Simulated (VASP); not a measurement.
A run of VASP 6.6.1 is set up as follows.

The input INCAR:

```
ALGO     = Fast           # electronic algorithm
EDIFF    = 1E-6           # SCF threshold, eV
ENCUT    = 520            # plane-wave cutoff, eV
GGA      = PE             # functional
ISIF     = 2              # what is computed and relaxed
ISMEAR   = -1             # smearing method
LASPH    = T              # aspherical terms in the spheres
LCHARG   = T              # write CHGCAR
LELF     = T              # ELF
LREAL    = F              # projectors in reciprocal space
LVHAR    = T            
LWAVE    = F              # write WAVECAR
NBANDS   = 32             # bands
NELM     = 100            # most SCF steps
PREC     = Accurate       # precision mode
SIGMA    = 0.05           # smearing width, eV
```

File KPOINTS:

```
k-points
0
Gamma
  6 6 6
```

Contents of POSCAR:

```
Sn3Te
1.0
    4.8656220000      0.0000000000      0.0000000000
    0.0000000000      4.8656220000      0.0000000000
    0.0000000000      0.0000000000      4.8656220000
Te Sn
1 3
Direct
    0.0067300000     -0.0114230000     -0.0033600000
   -0.0010980000      0.5041850000      0.4988960000
    0.5015660000      0.0064040000      0.4997800000
    0.4899280000      0.5046890000     -0.0012030000
```

Potentials or basis: VASP PAW PBE potentials, release 64 (Te, Sn_d).

The run is started by

```sh
$ cat potpaw_PBE.64/Te/POTCAR potpaw_PBE.64/Sn_d/POTCAR > POTCAR
$ mpirun -np 1 vasp_std > vasp.out
```

**Question.** What does it give for the largest force?

**Answer.** 0.098 eV/Å.

**Question.** Estimate the pressure.

**Answer.** 0.4 GPa.

**Question.** Predict the band gap on the k mesh.

**Answer.** Zero (bands 24 and 25 overlap by 3.20 eV).

Forces in eV/Å, atoms in the order of the input:
```
Te  -0.055  0.052  0.012
Sn  -0.045 -0.059 -0.013
Sn   0.073  0.065 -0.009
Sn   0.027 -0.057  0.011
```

Caveat: the cell differs from its parent crystal (atoms moved at random); spin-orbit coupling is left out, which moves the levels of the heavy elements.
